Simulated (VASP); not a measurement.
# NiO2 (P-3m1) in VASP: a series of runs

The runs below take NiO2 through single point, with PBEsol.

Everything below comes from runs of VASP 6.6.1. Logs are shortened: lines on timing, memory, paths and dates and some standing lists are left out, and cuts for length are marked.

### 1 The cell of the first run

The structure is trigonal, space group P-3m1 (No. 164). Conventional cell: a = 2.748 Å, b = 2.748 Å, c = 5.104 Å, α = 90.00°, β = 90.00°, γ = 120.00°. Ni (site symmetry -3m) has 6 O at 1.85 Å within 2.5 Å. Within 2.5 Å of O (site symmetry 3m) lie 3 Ni at 1.85 Å and 3 O at 2.49 Å.

### 2 Single point, PBEsol (11.13 Å³/atom, c/a of the conventional cell at fixed volume 1.8576)

INCAR

```
PREC = Accurate
ENCUT = 700
EDIFF = 1E-6
ISMEAR = 0
SIGMA = 0.05
LREAL = False
LASPH = True
NELM = 120
ALGO = Normal
ISIF = 2
LWAVE = False
LCHARG = False
GGA = PS
NBANDS = 22
GGA_COMPAT = False
```

KPOINTS

```
Automatic mesh
0
Gamma
  12 12 6
```

POSCAR

```
NiO2
1.0
    2.7478231521      0.0000000000      0.0000000000
   -1.3739115761      2.3796846548      0.0000000000
    0.0000000000      0.0000000000      5.1043562873
Ni O
1 2
Direct
    0.0000000000      0.0000000000      0.5000000000
    0.6666666667      0.3333333333      0.6876599244
    0.3333333333      0.6666666667      0.3123400756
```

Potentials or basis: VASP PAW PBE potentials, release 64 (Ni_sv_GW, O).

On the command line:

```bash
> cat potpaw_PBE.64/Ni_sv_GW/POTCAR potpaw_PBE.64/O/POTCAR > POTCAR
> mpirun -np 1 vasp_std > vasp.out
```

OUTCAR:

```text
PREC = Accurate
   ENCUT = 700
   EDIFF = 1E-6
   ISMEAR = 0
   LREAL = False
   LASPH = True
   NELM = 120
   ISIF = 2
   GGA = PS

 ion  position               nearest neighbor table
   1  0.000  0.000  0.500-   2 1.85   3 1.85   2 1.85   3 1.85   2 1.85   3 1.85
   2  0.667  0.333  0.688-   1 1.85   1 1.85   1 1.85
   3  0.333  0.667  0.312-   1 1.85   1 1.85   1 1.85

  LATTYP: Found a hexagonal cell.
 ALAT       =     2.7478231521
 C/A-ratio  =     1.8576000000

  Lattice vectors:

 A1 = (   2.7478231521,   0.0000000000,   0.0000000000)
 A2 = (  -1.3739115761,   2.3796846548,   0.0000000000)
 A3 = (   0.0000000000,   0.0000000000,   5.1043562873)

Analysis of symmetry for initial positions (statically):
=====================================================================
 Subroutine PRICEL returns:
 Original cell was already a primitive cell.

 Routine SETGRP: Setting up the symmetry group for a
 hexagonal supercell.

 Subroutine GETGRP returns: Found 12 space group operations
 (whereof 12 operations were pure point group operations)
 out of a pool of 24 trial point group operations.

The static configuration has the point symmetry D_3d.

Analysis of symmetry for dynamics (positions and initial velocities):
=====================================================================
 Subroutine PRICEL returns:
 Original cell was already a primitive cell.

 Routine SETGRP: Setting up the symmetry group for a
 hexagonal supercell.

 Subroutine GETGRP returns: Found 12 space group operations
 (whereof 12 operations were pure point group operations)
 out of a pool of 24 trial point group operations.

The dynamic configuration has the point symmetry D_3d.

 Subroutine INISYM returns: Found 12 space group operations
 (whereof 12 operations are pure point group operations),
 and found     1 'primitive' translations

----------------------------------------------------------------------------------------

                                     Primitive cell

  volume of cell :      33.3771

  direct lattice vectors                    reciprocal lattice vectors
     2.747823152  0.000000000  0.000000000     0.363924439  0.210111873  0.000000000
    -1.373911576  2.379684655  0.000000000     0.000000000  0.420223746  0.000000000
     0.000000000  0.000000000  5.104356287     0.000000000  0.000000000  0.195911089

  length of vectors
     2.747823152  2.747823152  5.104356287     0.420223746  0.420223746  0.195911089

  position of ions in fractional coordinates (direct lattice)
     0.000000000  0.000000000  0.500000000
     0.666666667  0.333333333  0.687659924
     0.333333333  0.666666667  0.312340076

  ion indices of the primitive-cell ions
   primitive index   ion index
                 1           1
                 2           2
                 3           3

----------------------------------------------------------------------------------------

 KPOINTS: Automatic mesh

Automatic generation of k-mesh.
 Grid dimensions read from file:
 generate k-points for:   12   12    6

 Generating k-lattice:

  Cartesian coordinates                     Fractional coordinates (reciprocal lattice)
     0.030327037  0.017509323  0.000000000     0.083333333  0.000000000  0.000000000
     0.000000000  0.035018646  0.000000000     0.000000000  0.083333333  0.000000000
     0.000000000  0.000000000  0.032651848     0.000000000  0.000000000  0.166666667

  Length of vectors
     0.035018646  0.035018646  0.032651848

  Shift w.r.t. Gamma in fractional coordinates (k-lattice)
     0.000000000  0.000000000  0.000000000

 Subroutine IBZKPT returns following result:
 ===========================================

 Found    100 irreducible k-points:

 Following reciprocal coordinates:
            Coordinates               Weight
  0.000000  0.000000  0.000000      1.000000
  0.083333 -0.000000  0.000000      6.000000
  0.166667 -0.000000  0.000000      6.000000
  0.250000 -0.000000  0.000000      6.000000
  0.333333 -0.000000  0.000000      6.000000
  0.416667  0.000000  0.000000      6.000000
[... 16 lines left out ...]
  0.166667 -0.000000  0.166667      6.000000
  0.000000  0.166667  0.166667      6.000000
 [... further k-points ...]
   k-points           NKPTS =    100   k-points in BZ     NKDIM =    100   number of bands    NBANDS=     22
   number of dos      NEDOS =    301   number of ions     NIONS =      3
   total plane-waves  NPLWV =  27648
   dimension x,y,z NGX =    24 NGY =   24 NGZ =   48
   dimension x,y,z NGXF=    48 NGYF=   48 NGZF=   96
   ions per type =               1   2
   NGX,Y,Z   is equivalent  to a cutoff of  14.52, 14.52, 15.63 a.u.
   NGXF,Y,Z  is equivalent  to a cutoff of  29.04, 29.04, 31.27 a.u.
 SYSTEM =  unknown system
   PREC   = accura    normal or accurate (medium, high low for compatibility)
   ISTART =      0    job   : 0-new  1-cont  2-samecut
   ICHARG =      2    charge: 1-file 2-atom 10-const
   ISPIN  =      1    spin polarized calculation?
   LNONCOLLINEAR =      F non collinear calculations
   LSORBIT =      F    spin-orbit coupling
   LASPH  =      T    aspherical Exc in radial PAW
   ENCUT  =  700.0 eV  51.45 Ry    7.17 a.u.   5.93  5.93 11.01*2*pi/ulx,y,z
   NELM   =    120;   NELMIN=  2; NELMDL= -5     # of ELM steps
   EDIFF  = 0.1E-05   stopping-criterion for ELM
   LREAL  =      F    real-space projection
   EDIFFG = 0.1E-04   stopping-criterion for IOM
   NSW    =      0    number of steps for IOM
   IBRION =     -1    ionic relax: 0-MD 1-quasi-New 2-CG
   NFREE  =      0    steps in history (QN), initial steepest desc. (CG)
   ISIF   =      2    stress and relaxation
   ISYM   =      2    0-nonsym 1-usesym 2-fastsym
   POTIM  = 0.5000    time-step for ionic-motion
   TEBEG  =    0.0;   TEEND  =   0.0 temperature during run
   PSTRESS=    0.0 pullay stress
   NELECT =      30.0000    total number of electrons
   NUPDOWN=      -1.0000    fix difference up-down
   EMIN   =  10.00;   EMAX   =-10.00  energy-range for DOS
   EFERMI =   0.00;   METHOD = LEGACY
   ISMEAR =     0;   SIGMA  =   0.05  broadening in eV -4-tet -1-fermi 0-gaus
   EFERMI_NEDOS =   21; number of points for ismear=-14 and -15
   IALGO  =     38    algorithm
   IMIX   =      4    mixing-type and parameters
     AMIX     =   0.40;   BMIX     =  1.00
     AMIX_MAG =   1.60;   BMIX_MAG =  1.00
  volume/ion in A,a.u.               =      11.13        75.08
  Fermi-wavevector in a.u.,A,eV,Ry     =   1.579909  2.985596 33.961690  2.496114
  Thomas-Fermi vector in A             =   2.680217
   LORBIT       =      0    0 simple, 1 ext, 2 COOP (PROOUT), +10 PAW based schemes
   GGA     = PS    functional components
   LHFCALC =     F    Hartree Fock is set to
   AEXX    =    0.0000 exact exchange contribution
   IVDW    =     0    specifies the selected vdW correction
   LEPSILON=     F    determine dielectric tensor
   LRPA    =     F    only Hartree local field effects (RPA)
 non-spin polarized calculation
 Gauss-broadening in eV      SIGMA  =   0.05
  energy-cutoff  :      700.00
  volume of cell :       33.38
 maximum number of plane-waves:      1422
   NGX = 11   NGY = 11   NGZ = 23

 number of electron      30.0000010 magnetization

 Free energy of the ion-electron system (eV)
  ---------------------------------------------------
  ext. energy  EPLUGINS =         0.00000000
  ---------------------------------------------------
  free energy    TOTEN  =       -19.76752979 eV

  energy without entropy =      -19.76752979  energy(sigma->0) =      -19.76752979

 E-fermi :   1.9339     XC(G=0): -10.6182

 val. band max:        1.4157638313   @ k =   0.0833   0.0833   0.5000
 cond. band min:       2.5540599758   @ k =   0.2500  -0.0000   0.3333
 fundamental gap:      1.1382961444
 Fermi energy:         1.9338696443

 k-point     1 :       0.0000    0.0000    0.0000
  band No.  band energies     occupation
      1    -102.5026      2.00000
      2     -63.0602      2.00000
      3     -63.0602      2.00000
      4     -62.8442      2.00000
      5     -18.3484      2.00000
      6     -15.8988      2.00000
[... 14 lines left out ...]
     21      21.7373      0.00000
     22      21.7377      0.00000

 k-point     2 :       0.0833   -0.0000    0.0000
  band No.  band energies     occupation
      1    -102.5025      2.00000
      2     -63.0647      2.00000
      3     -63.0614      2.00000
      4     -62.8437      2.00000
      5     -18.2492      2.00000
      6     -15.8993      2.00000
[... 14 lines left out ...]
     21      20.8699      0.00000
     22      22.0862      0.00000

 k-point     3 :       0.1667   -0.0000    0.0000
  band No.  band energies     occupation
      1    -102.5014      2.00000
      2     -63.0765      2.00000
      3     -63.0643      2.00000
      4     -62.8420      2.00000
      5     -17.9660      2.00000
      6     -15.9042      2.00000
[... 14 lines left out ...]
     21      19.2897      0.00000
     22      21.2251      0.00000

 k-point     4 :       0.2500   -0.0000    0.0000
  band No.  band energies     occupation
      1    -102.4999      2.00000
      2     -63.0927      2.00000
      3     -63.0682      2.00000
      4     -62.8396      2.00000
      5     -17.5435      2.00000
      6     -15.9231      2.00000
[... 14 lines left out ...]
     21      17.9316      0.00000
     22      20.0740      0.00000

 k-point     5 :       0.3333   -0.0000    0.0000
  band No.  band energies     occupation
      1    -102.4983      2.00000
      2     -63.1088      2.00000
      3     -63.0720      2.00000
      4     -62.8371      2.00000
      5     -17.0578      2.00000
      6     -15.9708      2.00000
[... 417 lines left out ...]
 k-point    22 :       0.0000    0.0833    0.1667
  band No.  band energies     occupation
      1    -102.5024      2.00000
      2     -63.0647      2.00000
      3     -63.0614      2.00000
      4     -62.8436      2.00000
      5     -18.2410      2.00000
      6     -15.9146      2.00000
[... 14 lines left out ...]
     21      20.9035      0.00000
     22      22.0785      0.00000

 k-point    23 :       0.1667   -0.0000    0.1667
  band No.  band energies     occupation
      1    -102.5013      2.00000
      2     -63.0765      2.00000
      3     -63.0642      2.00000
      4     -62.8419      2.00000
      5     -17.9585      2.00000
      6     -15.9168      2.00000
[... 14 lines left out ...]
     21      19.2901      0.00000
     22      21.3539      0.00000

 k-point    24 :       0.0000    0.1667    0.1667
  band No.  band energies     occupation
      1    -102.5013      2.00000
      2     -63.0765      2.00000
      3     -63.0642      2.00000
      4     -62.8419      2.00000
      5     -17.9580      2.00000
      6     -15.9179      2.00000
[... 14 lines left out ...]
     21      19.3671      0.00000
     22      21.1541      0.00000

 [... further k-points ...]

------------------------ aborting loop because EDIFF is reached ----------------------------------------

  FORCE on cell =-STRESS in cart. coord.  units (eV):
  Direction    XX          YY          ZZ          XY          YZ          ZX
  --------------------------------------------------------------------------------------
  -------------------------------------------------------------------------------------
  Total        0.9325403      0.9325403     -0.3332473     -0.0000000      0.0000000     -0.0000000
  in kB       44.7640115     44.7640115    -15.9966143     -0.0000000      0.0000000     -0.0000000
  external PRESSURE =      24.5104696 kB  Pullay stress =       0.0000000 kB

 VOLUME and BASIS-vectors are now :
 -----------------------------------------------------------------------------
  energy-cutoff  :      700.00
  volume of cell :       33.38
      direct lattice vectors                 reciprocal lattice vectors
     2.747823152  0.000000000  0.000000000     0.363924439  0.210111873  0.000000000
    -1.373911576  2.379684655  0.000000000     0.000000000  0.420223746  0.000000000
     0.000000000  0.000000000  5.104356287     0.000000000  0.000000000  0.195911089

 POSITION                                       TOTAL-FORCE (eV/Angst)
 -----------------------------------------------------------------------------------
      0.00000      0.00000      2.55218        -0.000000      0.000000      0.000000
      1.37391      0.79323      3.51006         0.000000     -0.000000     -0.103252
     -0.00000      1.58646      1.59430         0.000000      0.000000      0.103252
 -----------------------------------------------------------------------------------
    total drift:                                0.000000      0.000000      0.000000

  FREE ENERGIE OF THE ION-ELECTRON SYSTEM (eV)
  ---------------------------------------------------
  free  energy   TOTEN  =       -19.7675297948 eV

  energy  without entropy=      -19.7675297948  energy(sigma->0) =      -19.76752979
```

It took 69 s on 1 thread of AMD EPYC 9R45 (Zen 5), shared host; peak memory 0.24 GiB.

What came out:

* Free energy: -19.7675 eV
* Pressure: 2.5 GPa
* Largest force: 0.103 eV/Å
* Band gap on the k mesh: 1.14 eV (least direct gap 1.34 eV)

Forces on the atoms (eV/Å):
```
Ni   0.000  0.000  0.000
O    0.000  0.000 -0.103
O    0.000  0.000  0.103
```

Stress tensor (GPa, compression positive):
```
 4.48  0.00  0.00
 0.00  4.48  0.00
 0.00  0.00 -1.60
```

Caveat: the cell differs from its parent crystal (c/a of the conventional cell at fixed volume 1.8576); the stress differs along the axes, from -2 to 4 GPa; the PAW data sets were made with another functional, which shifts forces and pressure a little; the run has no spin polarisation, though such a crystal can be magnetic.

### 3 Single point, PBEsol

INCAR

```
PREC = Accurate
ENCUT = 700
EDIFF = 1E-6
ISMEAR = 0
SIGMA = 0.05
LREAL = F
LASPH = T
NELM = 120
ALGO = Normal
ISIF = 2
LWAVE = F
LCHARG = F
GGA = PS
NBANDS = 22
GGA_COMPAT = F
```

KPOINTS

```
regular mesh
0
Gamma
  12 12 6
```

POSCAR

```
NiO2
1.0
    2.7478231521      0.0000000000      0.0000000000
   -1.3739115761      2.3796846548      0.0000000000
    0.0000000000      0.0000000000      5.1043562873
Ni O
1 2
Direct
    0.0000000000      0.0000000000      0.5000000000
    0.6666666667      0.3333333333      0.6750910825
    0.3333333333      0.6666666667      0.3249089175
```

Potentials or basis: VASP PAW PBE potentials, release 64 (Ni_sv_GW, O).

On the command line:

```bash
> cat potpaw_PBE.64/Ni_sv_GW/POTCAR potpaw_PBE.64/O/POTCAR > POTCAR
> mpirun -np 1 vasp_std > vasp.out
```

OUTCAR:

```text
PREC = Accurate
   ENCUT = 700
   EDIFF = 1E-6
   ISMEAR = 0
   LREAL = F
   LASPH = T
   NELM = 120
   ISIF = 2
   GGA = PS

 ion  position               nearest neighbor table
   1  0.000  0.000  0.500-   2 1.82   3 1.82   2 1.82   3 1.82   2 1.82   3 1.82
   2  0.667  0.333  0.675-   1 1.82   1 1.82   1 1.82
   3  0.333  0.667  0.325-   1 1.82   1 1.82   1 1.82

  LATTYP: Found a hexagonal cell.
 ALAT       =     2.7478231521
[... 794 lines left out ...]

  FORCE on cell =-STRESS in cart. coord.  units (eV):
  Direction    XX          YY          ZZ          XY          YZ          ZX
  --------------------------------------------------------------------------------------
  -------------------------------------------------------------------------------------
  Total        2.7182046      2.7182046      1.9898793     -0.0000000     -0.0000000     -0.0000000
  in kB      130.4798817    130.4798817     95.5186455     -0.0000000     -0.0000000     -0.0000000
  external PRESSURE =     118.8261363 kB  Pullay stress =       0.0000000 kB

 VOLUME and BASIS-vectors are now :
 -----------------------------------------------------------------------------
  energy-cutoff  :      700.00
  volume of cell :       33.38
      direct lattice vectors                 reciprocal lattice vectors
     2.747823152  0.000000000  0.000000000     0.363924439  0.210111873  0.000000000
    -1.373911576  2.379684655  0.000000000     0.000000000  0.420223746  0.000000000
     0.000000000  0.000000000  5.104356287     0.000000000  0.000000000  0.195911089

 POSITION                                       TOTAL-FORCE (eV/Angst)
 -----------------------------------------------------------------------------------
      0.00000      0.00000      2.55218        -0.000000     -0.000000      0.000000
      1.37391      0.79323      3.44591        -0.000000     -0.000000      1.235232
     -0.00000      1.58646      1.65845         0.000000      0.000000     -1.235232
 -----------------------------------------------------------------------------------
    total drift:                               -0.000000      0.000000     -0.000000

  FREE ENERGIE OF THE ION-ELECTRON SYSTEM (eV)
  ---------------------------------------------------
  free  energy   TOTEN  =       -19.6968253289 eV

  energy  without entropy=      -19.6968253289  energy(sigma->0) =      -19.69682533
```

OSZICAR:

```text
N       E                     dE             d eps       ncg     rms          rms(c)
DAV:   1     0.341474717663E+03    0.34147E+03   -0.22251E+04  7188   0.500E+03
DAV:   2    -0.100772860946E+02   -0.35155E+03   -0.33214E+03  7044   0.105E+03
DAV:   3    -0.327798818911E+02   -0.22703E+02   -0.22480E+02  7186   0.285E+02
DAV:   4    -0.333726849114E+02   -0.59280E+00   -0.59226E+00  6134   0.302E+01
DAV:   5    -0.333925912286E+02   -0.19906E-01   -0.19892E-01  5928   0.496E+00    0.290E+01
DAV:   6    -0.382399614186E+02   -0.48474E+01   -0.23879E+02  6442   0.750E+02    0.358E+01
DAV:   7    -0.197934776012E+02    0.18446E+02   -0.71626E+01  6966   0.638E+02    0.639E+00
DAV:   8    -0.197308777541E+02    0.62600E-01   -0.31745E+00  7220   0.428E+01    0.306E+00
DAV:   9    -0.196965042328E+02    0.34374E-01   -0.10608E-01  7518   0.156E+01    0.919E-01
DAV:  10    -0.196969265467E+02   -0.42231E-03   -0.94296E-03  6514   0.304E+00    0.128E-01
DAV:  11    -0.196969865311E+02   -0.59984E-04   -0.14642E-03  6760   0.279E+00    0.136E-01
DAV:  12    -0.196968357270E+02    0.15080E-03   -0.12258E-03  6928   0.262E+00    0.345E-02
DAV:  13    -0.196968343895E+02    0.13375E-05   -0.19349E-04  7212   0.984E-01    0.310E-02
DAV:  14    -0.196968254545E+02    0.89350E-05   -0.56451E-05  6900   0.554E-01    0.565E-03
DAV:  15    -0.196968253289E+02    0.12562E-06   -0.11497E-06  3878   0.351E-02
   1 F= -.19696825E+02 E0= -.19696825E+02  d E =-.250025E-28
```

Wall time 67 s (1 thread of AMD EPYC 9R45 (Zen 5), shared host); peak memory 0.24 GiB.

Results:

| Quantity | Value |
| --- | --- |
| Free energy | -19.6968 eV |
| Pressure | 11.9 GPa |
| Largest force | 1.235 eV/Å |
| Band gap on the k mesh | 1.17 eV (least direct gap 1.48 eV) |

Forces in eV/Å, atoms in the order of the input:
```
Ni   0.000  0.000  0.000
O    0.000  0.000  1.235
O    0.000  0.000 -1.235
```

Levels at points of the mesh, in eV from the valence-band top:
```tsv
k point	band 12	band 13	band 14	band 15	band 16	band 17	band 18	band 19
(0.00, 0.00, 0.00)	-1.32	-1.27	-1.27	-0.22	2.52	2.52	7.58	11.20
(0.50, 0.00, 0.00)	-2.09	-1.94	-1.79	-1.08	1.75	2.41	12.63	13.22
(0.00, 0.00, 0.50)	-1.94	-1.28	-1.28	-0.04	2.53	2.53	9.16	10.08
(0.50, 0.00, 0.50)	-1.94	-1.86	-1.80	-1.12	1.75	2.39	11.91	13.01
```

Caveat: the cell differs from its parent crystal (atoms shifted along a free coordinate, c/a of the conventional cell at fixed volume 1.8576); the cell stands under pressure; the PAW data sets were made with another functional, which shifts forces and pressure a little; the run has no spin polarisation, though such a crystal can be magnetic. Spin polarisation is off, so any magnetic state and its effect on volume and gap are missing.

[end of part 1 of 2]
